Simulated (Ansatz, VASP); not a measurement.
## Two plane-wave programs on MgO

```
CELL_PARAMETERS angstrom
0.00000 2.12584 2.12584
2.12584 0.00000 2.12584
2.12584 2.12584 0.00000
ATOMIC_POSITIONS crystal
Mg 0.00000 0.00000 0.00000
O 0.50000 0.50000 0.50000
```

Alike in both runs: task single point; functional PBE; k mesh 10 × 10 × 10; no spin polarisation.

|  | VASP | Ansatz |
| --- | --- | --- |
| version | VASP 6.6.1 | Ansatz 0.2.0 |
| potentials or method | VASP PAW PBE potentials, release 64 (Mg, O), cutoff 520 eV | scalar-relativistic, plane waves, PAW |
| occupations | gaussian, width 0.01 eV | fixed |
| valence electrons in the cell | 8 | 16 |

|  | VASP | Ansatz | Ansatz less VASP |
| --- | --- | --- | --- |
| gap on the k mesh at the Fermi level (eV) | 4.46 | 4.48 | +0.018 |
| least direct gap on the mesh (eV) | 4.46 | 4.48 | +0.018 |
| pressure (GPa) | -0.5 | 0.2 | +0.77 |

VASP's potentials hold 8 valence electrons a cell and Ansatz's 16, so a difference there can come from the potentials and not from the codes.
